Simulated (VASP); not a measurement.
# ZnS (F-43m) in VASP: single point with PBE

Aim: the single point of ZnS with PBE.

Program: VASP 6.6.1. These are calculated values, not measurements. Logs are shortened: lines on timing, memory, paths and dates and some standing lists are left out, and cuts for length are marked.

## 1. The cell of the first run

The structure is cubic, space group F-43m (No. 216). The conventional cell has a = 5.444 Å, b = 5.444 Å, c = 5.444 Å, α = 90.00°, β = 90.00°, γ = 90.00°. Within 3.1 Å of Zn (site symmetry -43m) lie 4 S at 2.36 Å. S (site symmetry -43m) has 4 Zn at 2.36 Å within 3.1 Å.

## 2. Single point, PBE

File INCAR:

```
SYSTEM = ZnS
PREC = Accurate ; ENCUT = 500
EDIFF = 1E-6 ; ISMEAR = 0
SIGMA = 0.02 ; LREAL = .FALSE.
LASPH = .TRUE. ; NELM = 120
ALGO = Normal ; ISIF = 2
LWAVE = .FALSE. ; LCHARG = .FALSE.
GGA = PE ; NBANDS = 16
GGA_COMPAT = .FALSE.
```

File KPOINTS:

```
Automatic mesh
0
G
  10 10 10
  0 0 0
```

File POSCAR:

```
ZnS
1.0
    0.0000000000      2.7218243422      2.7218243422
    2.7218243422      0.0000000000      2.7218243422
    2.7218243422      2.7218243422      0.0000000000
Zn S
1 1
Direct
    0.0000000000      0.0000000000      0.0000000000
    0.2500000000      0.2500000000      0.2500000000
```

Potentials or basis: VASP PAW PBE potentials, release 64 (Zn, S).

Started as:

```sh
$ cat potpaw_PBE.64/Zn/POTCAR potpaw_PBE.64/S/POTCAR > POTCAR
$ mpirun -np 1 vasp_std > vasp.out
```

OUTCAR:

```text
SYSTEM = ZnS
   PREC = Accurate
   ENCUT = 500
   EDIFF = 1E-6
   ISMEAR = 0
   LREAL = .FALSE.
   LASPH = .TRUE.
   NELM = 120
   ISIF = 2
   GGA = PE

 ion  position               nearest neighbor table
   1  0.000  0.000  0.000-   2 2.36   2 2.36   2 2.36   2 2.36
   2  0.250  0.250  0.250-   1 2.36   1 2.36   1 2.36   1 2.36

  LATTYP: Found a face centered cubic cell.
 ALAT       =     5.4436486844

  Lattice vectors:

 A1 = (   0.0000000000,   2.7218243422,   2.7218243422)
 A2 = (   2.7218243422,   0.0000000000,   2.7218243422)
 A3 = (   2.7218243422,   2.7218243422,   0.0000000000)

Analysis of symmetry for initial positions (statically):
=====================================================================
 Subroutine PRICEL returns:
 Original cell was already a primitive cell.

 Routine SETGRP: Setting up the symmetry group for a
 face centered cubic supercell.

 Subroutine GETGRP returns: Found 24 space group operations
 (whereof 24 operations were pure point group operations)
 out of a pool of 48 trial point group operations.

The static configuration has the point symmetry T_d .

Analysis of symmetry for dynamics (positions and initial velocities):
=====================================================================
 Subroutine PRICEL returns:
 Original cell was already a primitive cell.

 Routine SETGRP: Setting up the symmetry group for a
 face centered cubic supercell.

 Subroutine GETGRP returns: Found 24 space group operations
 (whereof 24 operations were pure point group operations)
 out of a pool of 48 trial point group operations.

The dynamic configuration has the point symmetry T_d .

 Subroutine INISYM returns: Found 24 space group operations
 (whereof 24 operations are pure point group operations),
 and found     1 'primitive' translations

----------------------------------------------------------------------------------------

                                     Primitive cell

  volume of cell :      40.3283

  direct lattice vectors                    reciprocal lattice vectors
     0.000000000  2.721824342  2.721824342    -0.183700319  0.183700319  0.183700319
     2.721824342  0.000000000  2.721824342     0.183700319 -0.183700319  0.183700319
     2.721824342  2.721824342  0.000000000     0.183700319  0.183700319 -0.183700319

  length of vectors
     3.849240899  3.849240899  3.849240899     0.318178286  0.318178286  0.318178286

  position of ions in fractional coordinates (direct lattice)
     0.000000000  0.000000000  0.000000000
     0.250000000  0.250000000  0.250000000

  ion indices of the primitive-cell ions
   primitive index   ion index
                 1           1
                 2           2

----------------------------------------------------------------------------------------

 KPOINTS: Automatic mesh

Automatic generation of k-mesh.
 Grid dimensions read from file:
 generate k-points for:   10   10   10

 Generating k-lattice:

  Cartesian coordinates                     Fractional coordinates (reciprocal lattice)
    -0.018370032  0.018370032  0.018370032     0.100000000  0.000000000  0.000000000
     0.018370032 -0.018370032  0.018370032     0.000000000  0.100000000  0.000000000
     0.018370032  0.018370032 -0.018370032     0.000000000  0.000000000  0.100000000

  Length of vectors
     0.031817829  0.031817829  0.031817829

  Shift w.r.t. Gamma in fractional coordinates (k-lattice)
     0.000000000  0.000000000  0.000000000

 Subroutine IBZKPT returns following result:
 ===========================================

 Found     47 irreducible k-points:

 Following reciprocal coordinates:
            Coordinates               Weight
  0.000000  0.000000  0.000000      1.000000
  0.100000  0.000000  0.000000      8.000000
  0.200000  0.000000  0.000000      8.000000
  0.300000  0.000000  0.000000      8.000000
  0.400000  0.000000  0.000000      8.000000
  0.500000  0.000000  0.000000      4.000000
[... 16 lines left out ...]
  0.300000  0.300000  0.000000      6.000000
  0.400000  0.300000  0.000000     24.000000
 [... further k-points ...]
   k-points           NKPTS =     47   k-points in BZ     NKDIM =     47   number of bands    NBANDS=     16
   number of dos      NEDOS =    301   number of ions     NIONS =      2
   total plane-waves  NPLWV =  21952
   dimension x,y,z NGX =    28 NGY =   28 NGZ =   28
   dimension x,y,z NGXF=    56 NGYF=   56 NGZF=   56
   ions per type =               1   1
   NGX,Y,Z   is equivalent  to a cutoff of  12.09, 12.09, 12.09 a.u.
   NGXF,Y,Z  is equivalent  to a cutoff of  24.19, 24.19, 24.19 a.u.
 SYSTEM =  ZnS
   PREC   = accura    normal or accurate (medium, high low for compatibility)
   ISTART =      0    job   : 0-new  1-cont  2-samecut
   ICHARG =      2    charge: 1-file 2-atom 10-const
   ISPIN  =      1    spin polarized calculation?
   LNONCOLLINEAR =      F non collinear calculations
   LSORBIT =      F    spin-orbit coupling
   LASPH  =      T    aspherical Exc in radial PAW
   ENCUT  =  500.0 eV  36.75 Ry    6.06 a.u.   7.02  7.02  7.02*2*pi/ulx,y,z
   NELM   =    120;   NELMIN=  2; NELMDL= -5     # of ELM steps
   EDIFF  = 0.1E-05   stopping-criterion for ELM
   LREAL  =      F    real-space projection
   EDIFFG = 0.1E-04   stopping-criterion for IOM
   NSW    =      0    number of steps for IOM
   IBRION =     -1    ionic relax: 0-MD 1-quasi-New 2-CG
   NFREE  =      0    steps in history (QN), initial steepest desc. (CG)
   ISIF   =      2    stress and relaxation
   ISYM   =      2    0-nonsym 1-usesym 2-fastsym
   POTIM  = 0.5000    time-step for ionic-motion
   TEBEG  =    0.0;   TEEND  =   0.0 temperature during run
   PSTRESS=    0.0 pullay stress
   NELECT =      18.0000    total number of electrons
   NUPDOWN=      -1.0000    fix difference up-down
   EMIN   =  10.00;   EMAX   =-10.00  energy-range for DOS
   EFERMI =   0.00;   METHOD = LEGACY
   ISMEAR =     0;   SIGMA  =   0.02  broadening in eV -4-tet -1-fermi 0-gaus
   EFERMI_NEDOS =   21; number of points for ismear=-14 and -15
   IALGO  =     38    algorithm
   IMIX   =      4    mixing-type and parameters
     AMIX     =   0.40;   BMIX     =  1.00
     AMIX_MAG =   1.60;   BMIX_MAG =  1.00
  volume/ion in A,a.u.               =      20.16       136.07
  Fermi-wavevector in a.u.,A,eV,Ry     =   1.251110  2.364256 21.296884  1.565277
  Thomas-Fermi vector in A             =   2.385073
   LORBIT       =      0    0 simple, 1 ext, 2 COOP (PROOUT), +10 PAW based schemes
   GGA     = PE    functional components
   LHFCALC =     F    Hartree Fock is set to
   AEXX    =    0.0000 exact exchange contribution
   IVDW    =     0    specifies the selected vdW correction
   LEPSILON=     F    determine dielectric tensor
   LRPA    =     F    only Hartree local field effects (RPA)
 non-spin polarized calculation
 Gauss-broadening in eV      SIGMA  =   0.02
  energy-cutoff  :      500.00
  volume of cell :       40.33
 maximum number of plane-waves:      1034
   NGX = 13   NGY = 13   NGZ = 13

 number of electron      17.9999988 magnetization

 Free energy of the ion-electron system (eV)
  ---------------------------------------------------
  ext. energy  EPLUGINS =         0.00000000
  ---------------------------------------------------
  free energy    TOTEN  =        -6.85235298 eV

  energy without entropy =       -6.85235298  energy(sigma->0) =       -6.85235298

 E-fermi :   2.0472     XC(G=0):  -9.5275

 val. band max:        1.9051218913   @ k =   0.0000   0.0000   0.0000
 cond. band min:       3.9233135054   @ k =   0.0000   0.0000   0.0000
 fundamental gap:      2.0181916140
 Fermi energy:         2.0472160719

 k-point     1 :       0.0000    0.0000    0.0000
  band No.  band energies     occupation
      1     -11.0849      2.00000
      2      -4.3497      2.00000
      3      -4.3497      2.00000
      4      -4.3497      2.00000
      5      -3.8772      2.00000
      6      -3.8772      2.00000
[... 8 lines left out ...]
     15      13.6419      0.00000
     16      13.6526      0.00000

 k-point     2 :       0.1000    0.0000    0.0000
  band No.  band energies     occupation
      1     -11.0122      2.00000
      2      -4.3486      2.00000
      3      -4.3366      2.00000
      4      -4.3366      2.00000
      5      -3.8784      2.00000
      6      -3.8784      2.00000
[... 8 lines left out ...]
     15      13.2071      0.00000
     16      14.2392      0.00000

 k-point     3 :       0.2000    0.0000    0.0000
  band No.  band energies     occupation
      1     -10.8119      2.00000
      2      -4.3278      2.00000
      3      -4.3040      2.00000
      4      -4.3040      2.00000
      5      -3.8784      2.00000
      6      -3.8784      2.00000
[... 8 lines left out ...]
     15      12.7949      0.00000
     16      14.3588      0.00000

 k-point     4 :       0.3000    0.0000    0.0000
  band No.  band energies     occupation
      1     -10.5407      2.00000
      2      -4.2692      2.00000
      3      -4.2692      2.00000
      4      -4.2369      2.00000
      5      -3.8705      2.00000
      6      -3.8705      2.00000
[... 8 lines left out ...]
     15      13.1508      0.00000
     16      13.8044      0.00000
[... 324 lines left out ...]
 k-point    22 :      -0.2000    0.2000    0.0000
  band No.  band energies     occupation
      1     -10.4489      2.00000
      2      -4.2498      2.00000
      3      -4.2463      2.00000
      4      -4.2226      2.00000
      5      -3.8972      2.00000
      6      -3.8414      2.00000
[... 8 lines left out ...]
     15      14.6980      0.00000
     16      16.3745      0.00000

 k-point    23 :       0.3000    0.3000    0.0000
  band No.  band energies     occupation
      1     -10.3585      2.00000
      2      -4.3856      2.00000
      3      -4.1585      2.00000
      4      -4.1585      2.00000
      5      -3.9044      2.00000
      6      -3.8308      2.00000
[... 8 lines left out ...]
     15      14.7071      0.00000
     16      18.3951      0.00000

 k-point    24 :       0.4000    0.3000    0.0000
  band No.  band energies     occupation
      1     -10.1662      2.00000
      2      -4.3505      2.00000
      3      -4.1160      2.00000
      4      -4.1063      2.00000
      5      -3.8506      2.00000
      6      -3.8235      2.00000
[... 8 lines left out ...]
     15      15.2344      0.00000
     16      17.6069      0.00000

 [... further k-points ...]

------------------------ aborting loop because EDIFF is reached ----------------------------------------

  FORCE on cell =-STRESS in cart. coord.  units (eV):
  Direction    XX          YY          ZZ          XY          YZ          ZX
  --------------------------------------------------------------------------------------
  -------------------------------------------------------------------------------------
  Total        0.0348628      0.0348628      0.0348628     -0.0000000      0.0000000      0.0000000
  in kB        1.3850399      1.3850399      1.3850399     -0.0000000      0.0000000      0.0000000
  external PRESSURE =       1.3850399 kB  Pullay stress =       0.0000000 kB

 VOLUME and BASIS-vectors are now :
 -----------------------------------------------------------------------------
  energy-cutoff  :      500.00
  volume of cell :       40.33
      direct lattice vectors                 reciprocal lattice vectors
     0.000000000  2.721824342  2.721824342    -0.183700319  0.183700319  0.183700319
     2.721824342  0.000000000  2.721824342     0.183700319 -0.183700319  0.183700319
     2.721824342  2.721824342  0.000000000     0.183700319  0.183700319 -0.183700319

 POSITION                                       TOTAL-FORCE (eV/Angst)
 -----------------------------------------------------------------------------------
      0.00000      0.00000      0.00000         0.000000      0.000000      0.000000
      1.36091      1.36091      1.36091        -0.000000     -0.000000     -0.000000
 -----------------------------------------------------------------------------------
    total drift:                                0.000000      0.000000      0.000000

  FREE ENERGIE OF THE ION-ELECTRON SYSTEM (eV)
  ---------------------------------------------------
  free  energy   TOTEN  =        -6.8523529766 eV

  energy  without entropy=       -6.8523529766  energy(sigma->0) =       -6.85235298
```

Wall time 24 s (1 thread of AMD EPYC 7R43 (Zen 3), shared host); peak memory 0.13 GiB.

Results:

```
Free energy            : -6.8524 eV
Pressure               : 0.1 GPa
Band gap on the k mesh : 2.02 eV
```
